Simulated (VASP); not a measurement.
# ScAl3 (qha) (Pm-3m) in VASP: a series of runs

ScAl3 (qha) is run at these levels: PBEsol; tasks: single point, relaxation of cell and atoms.

All numbers are computed with VASP 6.6.1; they aren't measurements. Logs are shortened: lines on timing, memory, paths and dates and some standing lists are left out, and cuts for length are marked.

## 1. The cell of the first run

Symmetry: Pm-3m, No. 221, cubic system. The conventional cell has a = 4.074 Å, b = 4.074 Å, c = 4.074 Å, α = 90.00°, β = 90.00°, γ = 90.00°. Sc (site symmetry m-3m) has 12 Al at 2.88 Å within 3.8 Å. Within 3.8 Å of Al (site symmetry 4/mmm) lie 4 Sc at 2.88 Å and 8 Al at 2.88 Å.

## 2. Single point, PBEsol

Contents of INCAR:

```
  PREC = Accurate
  ENCUT = 520
  EDIFF = 1E-7
  ISMEAR = -1
  SIGMA = 0.15
  LREAL = F
  LASPH = T
  NELM = 100
  ALGO = Normal
  ISIF = 2
  LWAVE = F
  LCHARG = F
  GGA = PS
  NBANDS = 18
```

Contents of KPOINTS:

```
regular mesh
0
Gamma
  10 10 10
```

Contents of POSCAR:

```
ScAl3
1.0
    4.0737600868      0.0000000000      0.0000000000
    0.0000000000      4.0737600868      0.0000000000
    0.0000000000      0.0000000000      4.0737600868
Sc Al
1 3
Direct
    0.0000000000      0.0000000000      0.0000000000
    0.5000000000      0.0000000000      0.5000000000
    0.0000000000      0.5000000000      0.5000000000
    0.5000000000      0.5000000000      0.0000000000
```

Potentials or basis: VASP PAW PBE potentials, release 64 (Sc_sv, Al).

The run is started by

```
$ cat potpaw_PBE.64/Sc_sv/POTCAR potpaw_PBE.64/Al/POTCAR > POTCAR
$ mpirun -np 1 vasp_std > vasp.out
```

OUTCAR:

```text
PREC = Accurate
   ENCUT = 520
   EDIFF = 1E-7
   ISMEAR = -1
   LREAL = F
   LASPH = T
   NELM = 100
   ISIF = 2
   GGA = PS

 ion  position               nearest neighbor table
   1  0.000  0.000  0.000-   2 2.88   3 2.88   4 2.88   2 2.88   3 2.88   3 2.88   4 2.88   3 2.88
                             2 2.88   4 2.88   2 2.88   4 2.88
   2  0.500  0.000  0.500-   1 2.88   3 2.88   4 2.88   1 2.88   4 2.88   3 2.88   4 2.88   4 2.88
                             1 2.88   3 2.88   1 2.88   3 2.88
   3  0.000  0.500  0.500-   1 2.88   2 2.88   4 2.88   1 2.88   4 2.88   1 2.88   2 2.88   1 2.88
                             2 2.88   4 2.88   4 2.88   2 2.88
   4  0.500  0.500  0.000-   1 2.88   2 2.88   3 2.88   2 2.88   3 2.88   1 2.88   2 2.88   2 2.88
                             1 2.88   3 2.88   3 2.88   1 2.88

  LATTYP: Found a simple cubic cell.
 ALAT       =     4.0737600868

  Lattice vectors:

 A1 = (   4.0737600868,   0.0000000000,   0.0000000000)
 A2 = (   0.0000000000,   4.0737600868,   0.0000000000)
 A3 = (   0.0000000000,   0.0000000000,   4.0737600868)

Analysis of symmetry for initial positions (statically):
=====================================================================
 Subroutine PRICEL returns:
 Original cell was already a primitive cell.

 Routine SETGRP: Setting up the symmetry group for a
 simple cubic supercell.

 Subroutine GETGRP returns: Found 48 space group operations
 (whereof 48 operations were pure point group operations)
 out of a pool of 48 trial point group operations.

The static configuration has the point symmetry O_h .

Analysis of symmetry for dynamics (positions and initial velocities):
=====================================================================
 Subroutine PRICEL returns:
 Original cell was already a primitive cell.

 Routine SETGRP: Setting up the symmetry group for a
 simple cubic supercell.

 Subroutine GETGRP returns: Found 48 space group operations
 (whereof 48 operations were pure point group operations)
 out of a pool of 48 trial point group operations.

The dynamic configuration has the point symmetry O_h .

 Subroutine INISYM returns: Found 48 space group operations
 (whereof 48 operations are pure point group operations),
 and found     1 'primitive' translations

----------------------------------------------------------------------------------------

                                     Primitive cell

  volume of cell :      67.6062

  direct lattice vectors                    reciprocal lattice vectors
     4.073760087  0.000000000  0.000000000     0.245473464  0.000000000  0.000000000
     0.000000000  4.073760087  0.000000000     0.000000000  0.245473464  0.000000000
     0.000000000  0.000000000  4.073760087     0.000000000  0.000000000  0.245473464

  length of vectors
     4.073760087  4.073760087  4.073760087     0.245473464  0.245473464  0.245473464

  position of ions in fractional coordinates (direct lattice)
     0.000000000  0.000000000  0.000000000
     0.500000000  0.000000000  0.500000000
     0.000000000  0.500000000  0.500000000
     0.500000000  0.500000000  0.000000000

  ion indices of the primitive-cell ions
   primitive index   ion index
                 1           1
                 2           2
                 3           3
                 4           4

----------------------------------------------------------------------------------------

 KPOINTS: regular mesh

Automatic generation of k-mesh.
 Grid dimensions read from file:
 generate k-points for:   10   10   10

 Generating k-lattice:

  Cartesian coordinates                     Fractional coordinates (reciprocal lattice)
     0.024547346  0.000000000  0.000000000     0.100000000  0.000000000  0.000000000
     0.000000000  0.024547346  0.000000000     0.000000000  0.100000000  0.000000000
     0.000000000  0.000000000  0.024547346     0.000000000  0.000000000  0.100000000

  Length of vectors
     0.024547346  0.024547346  0.024547346

  Shift w.r.t. Gamma in fractional coordinates (k-lattice)
     0.000000000  0.000000000  0.000000000

 Subroutine IBZKPT returns following result:
 ===========================================

 Found     56 irreducible k-points:

 Following reciprocal coordinates:
            Coordinates               Weight
  0.000000  0.000000  0.000000      1.000000
  0.100000  0.000000  0.000000      6.000000
  0.200000  0.000000  0.000000      6.000000
  0.300000  0.000000  0.000000      6.000000
  0.400000  0.000000  0.000000      6.000000
  0.500000  0.000000  0.000000      3.000000
[... 16 lines left out ...]
  0.200000  0.100000  0.100000     24.000000
  0.300000  0.100000  0.100000     24.000000
 [... further k-points ...]
   k-points           NKPTS =     56   k-points in BZ     NKDIM =     56   number of bands    NBANDS=     18
   number of dos      NEDOS =    301   number of ions     NIONS =      4
   total plane-waves  NPLWV =  27000
   dimension x,y,z NGX =    30 NGY =   30 NGZ =   30
   dimension x,y,z NGXF=    60 NGYF=   60 NGZF=   60
   ions per type =               1   3
   NGX,Y,Z   is equivalent  to a cutoff of  12.24, 12.24, 12.24 a.u.
   NGXF,Y,Z  is equivalent  to a cutoff of  24.49, 24.49, 24.49 a.u.
 SYSTEM =  unknown system
   PREC   = accura    normal or accurate (medium, high low for compatibility)
   ISTART =      0    job   : 0-new  1-cont  2-samecut
   ICHARG =      2    charge: 1-file 2-atom 10-const
   ISPIN  =      1    spin polarized calculation?
   LNONCOLLINEAR =      F non collinear calculations
   LSORBIT =      F    spin-orbit coupling
   LASPH  =      T    aspherical Exc in radial PAW
   ENCUT  =  520.0 eV  38.22 Ry    6.18 a.u.   7.57  7.57  7.57*2*pi/ulx,y,z
   NELM   =    100;   NELMIN=  2; NELMDL= -5     # of ELM steps
   EDIFF  = 0.1E-06   stopping-criterion for ELM
   LREAL  =      F    real-space projection
   EDIFFG = 0.1E-05   stopping-criterion for IOM
   NSW    =      0    number of steps for IOM
   IBRION =     -1    ionic relax: 0-MD 1-quasi-New 2-CG
   NFREE  =      0    steps in history (QN), initial steepest desc. (CG)
   ISIF   =      2    stress and relaxation
   ISYM   =      2    0-nonsym 1-usesym 2-fastsym
   POTIM  = 0.5000    time-step for ionic-motion
   TEBEG  =    0.0;   TEEND  =   0.0 temperature during run
   PSTRESS=    0.0 pullay stress
   NELECT =      20.0000    total number of electrons
   NUPDOWN=      -1.0000    fix difference up-down
   EMIN   =  10.00;   EMAX   =-10.00  energy-range for DOS
   EFERMI =   0.00;   METHOD = LEGACY
   ISMEAR =    -1;   SIGMA  =   0.15  broadening in eV -4-tet -1-fermi 0-gaus
   EFERMI_NEDOS =   21; number of points for ismear=-14 and -15
   IALGO  =     38    algorithm
   IMIX   =      4    mixing-type and parameters
     AMIX     =   0.40;   BMIX     =  1.00
     AMIX_MAG =   1.60;   BMIX_MAG =  1.00
  volume/ion in A,a.u.               =      16.90       114.06
  Fermi-wavevector in a.u.,A,eV,Ry     =   1.090827  2.061365 16.189633  1.189904
  Thomas-Fermi vector in A             =   2.227060
   LORBIT       =      0    0 simple, 1 ext, 2 COOP (PROOUT), +10 PAW based schemes
   GGA     = PS    functional components
   LHFCALC =     F    Hartree Fock is set to
   AEXX    =    0.0000 exact exchange contribution
   IVDW    =     0    specifies the selected vdW correction
   LEPSILON=     F    determine dielectric tensor
   LRPA    =     F    only Hartree local field effects (RPA)
 non-spin polarized calculation
  energy-cutoff  :      520.00
  volume of cell :       67.61
 maximum number of plane-waves:      1856
   NGX = 15   NGY = 15   NGZ = 15

 number of electron      19.9999997 magnetization

 Free energy of the ion-electron system (eV)
  ---------------------------------------------------
  ext. energy  EPLUGINS =         0.00000000
  ---------------------------------------------------
  free energy    TOTEN  =       -20.81248798 eV

  energy without entropy =      -20.71236515  energy(sigma->0) =      -20.76242657

 E-fermi :   7.2952     XC(G=0): -10.5394

 val. band max:        7.2673748791   @ k =   0.5000   0.1000   0.1000
 cond. band min:       7.3043976854   @ k =   0.3000   0.0000   0.0000
 fundamental gap:      0.0370228063
 Fermi energy:         7.2951818885

 k-point     1 :       0.0000    0.0000    0.0000
  band No.  band energies     occupation
      1     -41.4198      2.00000
      2     -20.2223      2.00000
      3     -20.2223      2.00000
      4     -20.2223      2.00000
      5      -2.7800      2.00000
      6       4.6550      2.00000
[... 10 lines left out ...]
     17      12.6518      0.00000
     18      12.6518      0.00000

 k-point     2 :       0.1000    0.0000    0.0000
  band No.  band energies     occupation
      1     -41.4196      2.00000
      2     -20.2257      2.00000
      3     -20.2221      2.00000
      4     -20.2221      2.00000
      5      -2.6868      2.00000
      6       3.8875      2.00000
[... 10 lines left out ...]
     17      12.7274      0.00000
     18      12.7275      0.00000

 k-point     3 :       0.2000    0.0000    0.0000
  band No.  band energies     occupation
      1     -41.4193      2.00000
      2     -20.2345      2.00000
      3     -20.2214      2.00000
      4     -20.2214      2.00000
      5      -2.4102      2.00000
      6       2.7309      2.00000
[... 10 lines left out ...]
     17      12.5911      0.00000
     18      12.7143      0.00000

 k-point     4 :       0.3000    0.0000    0.0000
  band No.  band energies     occupation
      1     -41.4188      2.00000
      2     -20.2452      2.00000
      3     -20.2205      2.00000
      4     -20.2205      2.00000
      5      -1.9603      2.00000
      6       1.5876      2.00000
[... 10 lines left out ...]
     17      12.0349      0.00000
     18      13.1901      0.00000

 k-point     5 :       0.4000    0.0000    0.0000
  band No.  band energies     occupation
      1     -41.4185      2.00000
      2     -20.2540      2.00000
      3     -20.2199      2.00000
      4     -20.2199      2.00000
      5      -1.3667      2.00000
      6       0.5618      2.00000
[... 10 lines left out ...]
     17      11.5547      0.00000
     18      12.6788      0.00000

 k-point     6 :       0.5000    0.0000    0.0000
  band No.  band energies     occupation
      1     -41.4183      2.00000
      2     -20.2573      2.00000
      3     -20.2196      2.00000
      4     -20.2196      2.00000
      5      -0.8880      2.00000
      6      -0.0631      2.00000
[... 10 lines left out ...]
     17      11.3741      0.00000
     18      12.5624      0.00000

 k-point     7 :       0.1000    0.1000    0.0000
  band No.  band energies     occupation
      1     -41.4195      2.00000
      2     -20.2256      2.00000
      3     -20.2252      2.00000
      4     -20.2218      2.00000
      5      -2.5942      2.00000
      6       3.8129      2.00000
[... 10 lines left out ...]
     17      12.8319      0.00000
     18      13.1313      0.00000

 k-point     8 :       0.2000    0.1000    0.0000
  band No.  band energies     occupation
      1     -41.4191      2.00000
      2     -20.2341      2.00000
      3     -20.2247      2.00000
      4     -20.2211      2.00000
      5      -2.3193      2.00000
      6       2.7979      2.00000
[... 10 lines left out ...]
     17      12.6135      0.00000
     18      12.8353      0.00000
[... 229 lines left out ...]
     17      11.7169      0.00000
     18      13.2017      0.00000

 k-point    20 :       0.5000    0.4000    0.0000
  band No.  band energies     occupation
      1     -41.4171      2.00000
      2     -20.2528      2.00000
      3     -20.2492      2.00000
      4     -20.2172      2.00000
      5       0.2073      2.00000
      6       1.2958      2.00000
[... 10 lines left out ...]
     17      12.0581      0.00000
     18      12.9316      0.00000

 k-point    21 :       0.5000    0.5000    0.0000
  band No.  band energies     occupation
      1     -41.4170      2.00000
      2     -20.2523      2.00000
      3     -20.2523      2.00000
      4     -20.2169      2.00000
      5       0.5112      2.00000
      6       1.6613      2.00000
[... 10 lines left out ...]
     17      12.6827      0.00000
     18      12.7139      0.00000

 k-point    22 :       0.1000    0.1000    0.1000
  band No.  band energies     occupation
      1     -41.4193      2.00000
      2     -20.2255      2.00000
      3     -20.2249      2.00000
      4     -20.2249      2.00000
      5      -2.5022      2.00000
      6       3.8749      2.00000
[... 10 lines left out ...]
     17      12.8812      0.00000
     18      12.9429      0.00000

 k-point    23 :       0.2000    0.1000    0.1000
  band No.  band energies     occupation
      1     -41.4190      2.00000
      2     -20.2338      2.00000
      3     -20.2246      2.00000
      4     -20.2242      2.00000
      5      -2.2290      2.00000
      6       2.8635      2.00000
[... 10 lines left out ...]
     17      12.3551      0.00000
     18      12.7503      0.00000

 k-point    24 :       0.3000    0.1000    0.1000
  band No.  band energies     occupation
      1     -41.4186      2.00000
      2     -20.2444      2.00000
      3     -20.2237      2.00000
      4     -20.2233      2.00000
      5      -1.7852      2.00000
      6       1.7419      2.00000
[... 10 lines left out ...]
     17      12.1708      0.00000
     18      12.9574      0.00000

 [... further k-points ...]

------------------------ aborting loop because EDIFF is reached ----------------------------------------

  FORCE on cell =-STRESS in cart. coord.  units (eV):
  Direction    XX          YY          ZZ          XY          YZ          ZX
  --------------------------------------------------------------------------------------
  -------------------------------------------------------------------------------------
  Total        0.0485456      0.0485456      0.0485456      0.0000000      0.0000000     -0.0000000
  in kB        1.1504671      1.1504671      1.1504671      0.0000000      0.0000000     -0.0000000
  external PRESSURE =       1.1504671 kB  Pullay stress =       0.0000000 kB

 VOLUME and BASIS-vectors are now :
 -----------------------------------------------------------------------------
  energy-cutoff  :      520.00
  volume of cell :       67.61
      direct lattice vectors                 reciprocal lattice vectors
     4.073760087  0.000000000  0.000000000     0.245473464  0.000000000  0.000000000
     0.000000000  4.073760087  0.000000000     0.000000000  0.245473464  0.000000000
     0.000000000  0.000000000  4.073760087     0.000000000  0.000000000  0.245473464

 POSITION                                       TOTAL-FORCE (eV/Angst)
 -----------------------------------------------------------------------------------
      0.00000      0.00000      0.00000         0.000000      0.000000      0.000000
      2.03688      0.00000      2.03688         0.000000      0.000000      0.000000
      0.00000      2.03688      2.03688         0.000000      0.000000      0.000000
      2.03688      2.03688      0.00000         0.000000      0.000000      0.000000
 -----------------------------------------------------------------------------------
    total drift:                                0.000000     -0.000000      0.000000

  FREE ENERGIE OF THE ION-ELECTRON SYSTEM (eV)
  ---------------------------------------------------
  free  energy   TOTEN  =       -20.8124879782 eV

  energy  without entropy=      -20.7123651522  energy(sigma->0) =      -20.76242657
```

Run time: 25 s. Hardware: 1 thread of Intel Xeon 6975P-C (Granite Rapids), shared host; peak memory 0.2 GiB.

Results:

```yaml
Free_energy: -20.8125 eV
Pressure: 0.1 GPa
Band_gap_on_the_k_mesh: zero (band 10 reaches 8.24 eV, above the bottom of band 11 at 4.34 eV)
```

Levels at points of the mesh, in eV from the Fermi level:
```tsv
k point	band 7	band 8	band 9	band 10	band 11	band 12	band 13	band 14
(0.00, 0.00, 0.00)	-2.64	-1.81	-1.81	-1.81	1.22	1.30	1.30	1.30
(0.50, 0.00, 0.00)	-1.73	-1.73	-1.51	0.94	1.02	1.02	1.35	1.64
(0.50, 0.50, 0.00)	-5.63	-4.39	-0.55	-0.55	1.21	1.38	2.08	2.52
(0.50, 0.50, 0.50)	-4.81	-4.51	-2.96	-2.96	-2.96	0.94	2.63	2.63
```

Caveat: the PAW data sets were made with another functional, which shifts forces and pressure a little.

## 3. Relaxation of cell and atoms, PBEsol

This run uses another cell than the first one, of 16.87 Å³/atom, 0.998 times its volume.

Contents of INCAR:

```
ALGO     = Normal         # electronic algorithm
EDIFF    = 1E-6           # SCF threshold, eV
EDIFFG   = -0.001         # ionic threshold
ENCUT    = 600            # plane-wave cutoff, eV
GGA      = PS             # functional
IBRION   = 2              # ionic algorithm
ISIF     = 3              # what is computed and relaxed
ISMEAR   = -1             # smearing method
LASPH    = True           # aspherical terms in the spheres
LCHARG   = False          # write CHGCAR
LREAL    = False          # projectors in reciprocal space
LWAVE    = False          # write WAVECAR
NELM     = 100            # most SCF steps
NSW      = 80             # ionic steps
PREC     = Accurate       # precision mode
SIGMA    = 0.15           # smearing width, eV
```

Contents of KPOINTS:

```
k-points
0
Gamma
  10 10 10
```

Contents of POSCAR:

```
ScAl3
1.0
    4.0709863538      0.0000000000      0.0000000000
    0.0000000000      4.0709863538      0.0000000000
    0.0000000000      0.0000000000      4.0709863538
Sc Al
1 3
Direct
    0.0000000000      0.0000000000      0.0000000000
    0.5000000000      0.0000000000      0.5000000000
    0.0000000000      0.5000000000      0.5000000000
    0.5000000000      0.5000000000      0.0000000000
```

Potentials or basis: VASP PAW PBE potentials, release 64 (Sc_sv, Al).

The run is started by

```
$ cat potpaw_PBE.64/Sc_sv/POTCAR potpaw_PBE.64/Al/POTCAR > POTCAR
$ mpirun -np 1 vasp_std > vasp.out
```

Run time: 43 s. Hardware: 1 thread of Intel Xeon 6975P-C (Granite Rapids), shared host; peak memory 0.25 GiB.

The run converged. Its results:

```
Free energy                            : -20.8134 eV
Relaxed volume                         : 16.93 Å³/atom
Relaxed cell                           : a = 4.076 Å, b = 4.076 Å, c = 4.076 Å, α = 90.00°, β = 90.00°, γ = 90.00°
Space group after relaxing (to 0.05 Å) : Pm-3m (No. 221)
Energy gained by relaxing              : 0.1 meV/atom
Ionic steps                            : 3
Pressure after relaxing                : 0.0 GPa
Band gap on the k mesh                 : zero (band 10 reaches 8.21 eV, above the bottom of band 11 at 4.33 eV)
```

The path:
```
step  energy change (eV)  largest force (eV/Å)  pressure (GPa)  volume (Å³)
   1              0.0000                0.0000            0.33        67.47
   2             -0.0002                0.0000           -0.13        67.81
   3             -0.0002                0.0000            0.01        67.71
```

Final structure:
```
Sc Al
1.0
     4.07584    0.00000    0.00000
     0.00000    4.07584    0.00000
     0.00000    0.00000    4.07584
Sc Al
1 3
Direct
  0.00000 0.00000 0.00000
  0.50000 0.00000 0.50000
  0.00000 0.50000 0.50000
  0.50000 0.50000 0.00000
```

Levels at points of the mesh, in eV from the Fermi level:
```
           k point  band 7  band 8  band 9  band 10  band 11  band 12  band 13  band 14
(0.00, 0.00, 0.00)   -2.64   -1.81   -1.81    -1.81     1.22     1.30     1.30     1.30
(0.50, 0.00, 0.00)   -1.73   -1.73   -1.51     0.93     1.02     1.02     1.35     1.64
(0.50, 0.50, 0.00)   -5.63   -4.39   -0.55    -0.55     1.21     1.37     2.08     2.51
(0.50, 0.50, 0.50)   -4.80   -4.50   -2.96    -2.96    -2.96     0.94     2.62     2.62
```

Caveat: the PAW data sets were made with another functional, which shifts forces and pressure a little.
